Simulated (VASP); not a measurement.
A run of VASP 6.6.1 is set up as follows.

File INCAR:

```
SYSTEM = Ge3W2
PREC     = Accurate       ! precision mode
ENCUT    = 600            ! plane-wave cutoff, eV
EDIFF    = 1E-6           ! SCF threshold, eV
ISMEAR   = 0              ! smearing method
SIGMA    = 0.1            ! smearing width, eV
LREAL    = .FALSE.        ! projectors in reciprocal space
LASPH    = .TRUE.         ! aspherical terms in the spheres
NELM     = 100            ! most SCF steps
ALGO     = Normal         ! electronic algorithm
ISIF     = 3              ! what is computed and relaxed
LWAVE    = .FALSE.        ! write WAVECAR
LCHARG   = .FALSE.        ! write CHGCAR
GGA      = PE             ! functional
IBRION   = 2              ! ionic algorithm
NSW      = 90             ! ionic steps
EDIFFG   = -0.04          ! ionic threshold
```

File KPOINTS:

```
regular mesh
0
G
  6 6 4
  0 0 0
```

POSCAR

```
Ge3W2
1.0
    3.5592164781      0.0000000000      0.0000000000
    0.0000000000      3.5592164781      0.0000000000
    0.0000000000      0.0000000000      7.3267313948
Ge W
3 2
Direct
    0.5000000000      0.0000000000      0.9687626794
    0.0000000000      0.5000000000      0.9687626794
    0.0000000000      0.0000000000      0.3733641133
    0.0000000000      0.0000000000      0.7173418426
    0.5000000000      0.5000000000      0.2417686054
```

Potentials or basis: VASP PAW PBE potentials, release 64 (Ge_d, W_sv).

Command:

```console
$ cat potpaw_PBE.64/Ge_d/POTCAR potpaw_PBE.64/W_sv/POTCAR > POTCAR
$ mpirun -np 1 vasp_std > vasp.out
```

(1) What does it give for the band gap on the k mesh?

(2) Predict the relaxed cell.

(3) What does it give for the relaxed volume?

(4) Predict the space group after relaxing (to 0.05 Å).

## Answers

(1) zero (band 35 reaches 8.81 eV, above the bottom of band 36 at 7.27 eV).

(2) a = 3.557 Å, b = 3.557 Å, c = 7.337 Å, α = 90.00°, β = 90.00°, γ = 90.00°.

(3) 18.56 Å³/atom.

(4) P4mm (No. 99).

Caveat: spin-orbit coupling is left out, which moves the levels of the heavy elements.
